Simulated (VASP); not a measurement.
# WS2 in VASP: single point with PBE+D3(BJ)

Aim: the single point of WS2 with PBE+D3(BJ).

All numbers are computed with VASP 6.6.1; they aren't measurements. Logs are shortened: lines on timing, memory, paths and dates and some standing lists are left out, and cuts for length are marked.

**1. The cell of the first run**

The cell holds a slab with vacuum, 6 atoms: a = 3.160 Å, b = 3.160 Å, c = 23.804 Å, α = 90.00°, β = 90.00°, γ = 120.00°.

**2. Single point, PBE+D3(BJ)**

The input, INCAR:

```
ALGO = Normal
DIPOL = 0.5 0.5 0.390
EDIFF = 1E-7
ENCUT = 520
GGA = PE
IDIPOL = 3
ISIF = 2
ISMEAR = 0
IVDW = 12
LASPH = T
LCHARG = T
LDIPOL = T
LELF = T
LREAL = F
LVACPOTAV = T
LVHAR = T
LWAVE = F
NBANDS = 35
NELM = 100
PREC = Accurate
SIGMA = 0.05
```

The input, KPOINTS:

```
k-points
0
Gamma
  9 9 1
```

The input, POSCAR:

```
WS2
1.0
    3.1595456682      0.0000000000      0.0000000000
   -1.5797728341      2.7362468131      0.0000000000
    0.0000000000      0.0000000000     23.8042574330
S W
4 2
Direct
    0.3333333333      0.6666666667      0.1890418137
    0.3333333333      0.6666666667      0.3214605092
    0.6666666667      1.3333333333      0.4575706151
    0.6666666667      1.3333333333      0.5899893106
    0.6666666667      0.3333333333      0.2552511584
    1.0000000000      1.0000000000      0.5237799598
```

Potentials or basis: VASP PAW PBE potentials, release 64 (S, W_sv).

Started as:

```sh
$ cat potpaw_PBE.64/S/POTCAR potpaw_PBE.64/W_sv/POTCAR > POTCAR
$ mpirun -np 1 vasp_std > vasp.out
```

OUTCAR:

```text
EDIFF = 1E-7
   ENCUT = 520
   GGA = PE
   ISIF = 2
   ISMEAR = 0
   IVDW = 12
   LASPH = T
   LREAL = F
   NELM = 100
   PREC = Accurate
 IVDW          = 12

 ion  position               nearest neighbor table
   1  0.333  0.667  0.189-   5 2.41   5 2.41   5 2.41
   2  0.333  0.667  0.321-   5 2.41   5 2.41   5 2.41
   3  0.667  0.333  0.458-   6 2.41   6 2.41   6 2.41
   4  0.667  0.333  0.590-   6 2.41   6 2.41   6 2.41
   5  0.667  0.333  0.255-   1 2.41   1 2.41   1 2.41   2 2.41   2 2.41   2 2.41
   6  0.000  0.000  0.524-   3 2.41   3 2.41   3 2.41   4 2.41   4 2.41   4 2.41

  LATTYP: Found a hexagonal cell.
 ALAT       =     3.1595456682
 C/A-ratio  =     7.5340760770

  Lattice vectors:

 A1 = (   3.1595456682,   0.0000000000,   0.0000000000)
 A2 = (  -1.5797728341,   2.7362468131,   0.0000000000)
 A3 = (   0.0000000000,   0.0000000000,  23.8042574330)

Analysis of symmetry for initial positions (statically):
=====================================================================
 Subroutine PRICEL returns:
 Original cell was already a primitive cell.

 Routine SETGRP: Setting up the symmetry group for a
 hexagonal supercell.

 Subroutine GETGRP returns: Found  6 space group operations
 (whereof  6 operations were pure point group operations)
 out of a pool of 24 trial point group operations.

The static configuration has the point symmetry C_3v.

Analysis of symmetry for dynamics (positions and initial velocities):
=====================================================================
 Subroutine PRICEL returns:
 Original cell was already a primitive cell.

 Routine SETGRP: Setting up the symmetry group for a
 hexagonal supercell.

 Subroutine GETGRP returns: Found  6 space group operations
 (whereof  6 operations were pure point group operations)
 out of a pool of 24 trial point group operations.

The dynamic configuration has the point symmetry C_3v.

 Subroutine INISYM returns: Found  6 space group operations
 (whereof  6 operations are pure point group operations),
 and found     1 'primitive' translations

----------------------------------------------------------------------------------------

                                     Primitive cell

  volume of cell :     205.7949

  direct lattice vectors                    reciprocal lattice vectors
     3.159545668  0.000000000  0.000000000     0.316501201  0.182732054  0.000000000
    -1.579772834  2.736246813  0.000000000     0.000000000  0.365464108  0.000000000
     0.000000000  0.000000000 23.804257433     0.000000000  0.000000000  0.042009292

  length of vectors
     3.159545668  3.159545668 23.804257433     0.365464108  0.365464108  0.042009292

  position of ions in fractional coordinates (direct lattice)
     0.333333333  0.666666667  0.189041814
     0.333333333  0.666666667  0.321460509
     0.666666667  0.333333333  0.457570615
     0.666666667  0.333333333  0.589989311
     0.666666667  0.333333333  0.255251158
     0.000000000  0.000000000  0.523779960

  ion indices of the primitive-cell ions
   primitive index   ion index
                 1           1
                 2           2
                 3           3
                 4           4
                 5           5
                 6           6

----------------------------------------------------------------------------------------

 KPOINTS: k-points

Automatic generation of k-mesh.
 Grid dimensions read from file:
 generate k-points for:    9    9    1

 Generating k-lattice:

  Cartesian coordinates                     Fractional coordinates (reciprocal lattice)
     0.035166800  0.020303562  0.000000000     0.111111111 -0.000000000  0.000000000
     0.000000000  0.040607123  0.000000000     0.000000000  0.111111111  0.000000000
     0.000000000  0.000000000  0.042009292     0.000000000  0.000000000  1.000000000

  Length of vectors
     0.040607123  0.040607123  0.042009292

  Shift w.r.t. Gamma in fractional coordinates (k-lattice)
     0.000000000  0.000000000  0.000000000

 Subroutine IBZKPT returns following result:
 ===========================================

 Found     12 irreducible k-points:

 Following reciprocal coordinates:
            Coordinates               Weight
  0.000000  0.000000  0.000000      1.000000
  0.111111  0.000000  0.000000      6.000000
  0.222222 -0.000000  0.000000      6.000000
  0.333333  0.000000  0.000000      6.000000
  0.444444 -0.000000  0.000000      6.000000
  0.111111  0.111111  0.000000      6.000000
  0.222222  0.111111  0.000000     12.000000
  0.333333  0.111111  0.000000     12.000000
  0.444444  0.111111  0.000000      6.000000
  0.222222  0.222222  0.000000      6.000000
  0.333333  0.222222  0.000000     12.000000
  0.333333  0.333333  0.000000      2.000000
   k-points           NKPTS =     12   k-points in BZ     NKDIM =     12   number of bands    NBANDS=     35
   number of dos      NEDOS =    301   number of ions     NIONS =      6
   total plane-waves  NPLWV = 103680
   dimension x,y,z NGX =    24 NGY =   24 NGZ =  180
   dimension x,y,z NGXF=    48 NGYF=   48 NGZF=  360
   ions per type =               4   2
   NGX,Y,Z   is equivalent  to a cutoff of  12.63, 12.63, 12.57 a.u.
   NGXF,Y,Z  is equivalent  to a cutoff of  25.26, 25.26, 25.14 a.u.
 SYSTEM =  unknown system
   PREC   = accura    normal or accurate (medium, high low for compatibility)
   ISTART =      0    job   : 0-new  1-cont  2-samecut
   ICHARG =      2    charge: 1-file 2-atom 10-const
   ISPIN  =      1    spin polarized calculation?
   LNONCOLLINEAR =      F non collinear calculations
   LSORBIT =      F    spin-orbit coupling
   LASPH  =      T    aspherical Exc in radial PAW
   ENCUT  =  520.0 eV  38.22 Ry    6.18 a.u.   5.87  5.87 44.26*2*pi/ulx,y,z
   NELM   =    100;   NELMIN=  2; NELMDL= -5     # of ELM steps
   EDIFF  = 0.1E-06   stopping-criterion for ELM
   LREAL  =      F    real-space projection
   EDIFFG = 0.1E-05   stopping-criterion for IOM
   NSW    =      0    number of steps for IOM
   IBRION =     -1    ionic relax: 0-MD 1-quasi-New 2-CG
   NFREE  =      0    steps in history (QN), initial steepest desc. (CG)
   ISIF   =      2    stress and relaxation
   ISYM   =      2    0-nonsym 1-usesym 2-fastsym
   POTIM  = 0.5000    time-step for ionic-motion
   TEBEG  =    0.0;   TEEND  =   0.0 temperature during run
   PSTRESS=    0.0 pullay stress
   NELECT =      52.0000    total number of electrons
   NUPDOWN=      -1.0000    fix difference up-down
   EMIN   =  10.00;   EMAX   =-10.00  energy-range for DOS
   EFERMI =   0.00;   METHOD = LEGACY
   ISMEAR =     0;   SIGMA  =   0.05  broadening in eV -4-tet -1-fermi 0-gaus
   EFERMI_NEDOS =   21; number of points for ismear=-14 and -15
   IALGO  =     38    algorithm
   IMIX   =      4    mixing-type and parameters
     AMIX     =   0.40;   BMIX     =  1.00
     AMIX_MAG =   1.60;   BMIX_MAG =  1.00
  volume/ion in A,a.u.               =      34.30       231.46
  Fermi-wavevector in a.u.,A,eV,Ry     =   1.034978  1.955825 14.574280  1.071179
  Thomas-Fermi vector in A             =   2.169299
   LORBIT       =      0    0 simple, 1 ext, 2 COOP (PROOUT), +10 PAW based schemes
   GGA     = PE    functional components
   LHFCALC =     F    Hartree Fock is set to
   AEXX    =    0.0000 exact exchange contribution
   IVDW    =    12    specifies the selected vdW correction
   LEPSILON=     F    determine dielectric tensor
   LRPA    =     F    only Hartree local field effects (RPA)
 non-spin polarized calculation
 Gauss-broadening in eV      SIGMA  =   0.05
  energy-cutoff  :      520.00
  volume of cell :      205.79
 maximum number of plane-waves:      5566
 NGX is ok and might be reduce to    24
   NGX = 11   NGY = 11   NGZ = 89

 dipolmoment           0.000000      0.000000     -0.000001 electrons x Angstroem

 number of electron      51.9999994 magnetization

 dipolmoment           0.000000      0.000000      0.001846 electrons x Angstroem

 Free energy of the ion-electron system (eV)
  ---------------------------------------------------
  ext. energy  EPLUGINS =         0.00000000
  ---------------------------------------------------
  free energy    TOTEN  =       -47.30940091 eV

  energy without entropy =      -47.30940091  energy(sigma->0) =      -47.30940091

 E-fermi :   1.3988     XC(G=0):  -6.1342

 val. band max:        1.0586294964   @ k =   0.0000   0.0000   0.0000
 cond. band min:       2.7160041085   @ k =   0.3333   0.3333   0.0000
 fundamental gap:      1.6573746122
 Fermi energy:         1.3988265349

 k-point     1 :       0.0000    0.0000    0.0000
  band No.  band energies     occupation
      1     -73.2132      2.00000
      2     -73.1758      2.00000
      3     -37.4655      2.00000
      4     -37.4279      2.00000
      5     -37.2906      2.00000
      6     -37.2906      2.00000
[... 27 lines left out ...]
     34       3.9030      0.00000
     35       5.8665      0.00000

 k-point     2 :       0.1111    0.0000    0.0000
  band No.  band energies     occupation
      1     -73.2110      2.00000
      2     -73.1736      2.00000
      3     -37.4578      2.00000
      4     -37.4202      2.00000
      5     -37.3333      2.00000
      6     -37.3005      2.00000
[... 27 lines left out ...]
     34       4.1356      0.00000
     35       6.2265      0.00000

 k-point     3 :       0.2222   -0.0000    0.0000
  band No.  band energies     occupation
      1     -73.2055      2.00000
      2     -73.1681      2.00000
      3     -37.4402      2.00000
      4     -37.4383      2.00000
      5     -37.4030      2.00000
      6     -37.4006      2.00000
[... 27 lines left out ...]
     34       4.8420      0.00000
     35       6.9346      0.00000
[... 267 lines left out ...]
 k-point    11 :       0.3333    0.2222    0.0000
  band No.  band energies     occupation
      1     -73.1934      2.00000
      2     -73.1560      2.00000
      3     -37.5937      2.00000
      4     -37.5564      2.00000
      5     -37.4589      2.00000
      6     -37.4217      2.00000
[... 27 lines left out ...]
     34       6.0834      0.00000
     35       6.9907      0.00000

 k-point    12 :       0.3333    0.3333    0.0000
  band No.  band energies     occupation
      1     -73.1923      2.00000
      2     -73.1549      2.00000
      3     -37.5565      2.00000
      4     -37.5222      2.00000
      5     -37.5193      2.00000
      6     -37.4850      2.00000
[... 27 lines left out ...]
     34       6.4319      0.00000
     35       7.2391      0.00000

------------------------ aborting loop because EDIFF is reached ----------------------------------------

 Edisp (eV)   -2.15224

 E8    (eV) :    -0.9345

  FORCE on cell =-STRESS in cart. coord.  units (eV):
  Direction    XX          YY          ZZ          XY          YZ          ZX
  --------------------------------------------------------------------------------------
  -------------------------------------------------------------------------------------
  Total      -0.21708    -0.21708    -0.61617     0.00000     0.00000     0.00000
  in kB      -1.69003    -1.69003    -4.79711     0.00000     0.00000     0.00000
  external pressure =       -2.73 kB  Pullay stress =        0.00 kB

 VOLUME and BASIS-vectors are now :
 -----------------------------------------------------------------------------
  energy-cutoff  :      520.00
  volume of cell :      205.79
      direct lattice vectors                 reciprocal lattice vectors
     3.159545668  0.000000000  0.000000000     0.316501201  0.182732054  0.000000000
    -1.579772834  2.736246813  0.000000000     0.000000000  0.365464108  0.000000000
     0.000000000  0.000000000 23.804257433     0.000000000  0.000000000  0.042009292

 POSITION                                       TOTAL-FORCE (eV/Angst)
 -----------------------------------------------------------------------------------
     -0.00000      1.82416      4.50000         0.000000      0.000000      0.007924
     -0.00000      1.82416      7.65213         0.000000      0.000000      0.044997
      1.57977      0.91208     10.89213        -0.000000     -0.000000     -0.038911
      1.57977      0.91208     14.04426        -0.000000     -0.000000     -0.005062
      1.57977      0.91208      6.07606        -0.000000     -0.000000      0.048670
      0.00000      0.00000     12.46819         0.000000     -0.000000     -0.057617
 -----------------------------------------------------------------------------------
    total drift:                               -0.000000      0.000000      0.000103

  FREE ENERGIE OF THE ION-ELECTRON SYSTEM (eV)
  ---------------------------------------------------
  free  energy   TOTEN  =       -49.4616429585 eV

  energy  without entropy=      -49.4616429585  energy(sigma->0) =      -49.46164296

 vacuum level on the upper side and lower side of the slab         6.487         6.449
```

It took 1.7 min on 1 thread of AMD EPYC 9R14 (Zen 4), shared host; peak memory 0.31 GiB.

What came out:

```
Free energy                : -49.4616 eV
Largest force              : 0.058 eV/Å
Band gap on the k mesh     : 1.66 eV, indirect (least direct gap 1.88 eV)
Dispersion energy per atom : -0.359 eV
```

Forces in eV/Å, atoms in the order of the input:
```
S    0.000  0.000  0.008
S    0.000  0.000  0.045
S    0.000  0.000 -0.039
S    0.000  0.000 -0.005
W    0.000  0.000  0.049
W    0.000  0.000 -0.058
```

Levels at points of the mesh, in eV from the valence-band top:
| k point | band 24 | band 25 | band 26 | band 27 | band 28 | band 29 |
| --- | --- | --- | --- | --- | --- | --- |
| (0.00, 0.00, 0.00) | -1.80 | -0.57 | 0.00 | 2.66 | 2.66 | 2.70 |

Caveat: spin-orbit coupling is left out, which moves the levels of the heavy elements.
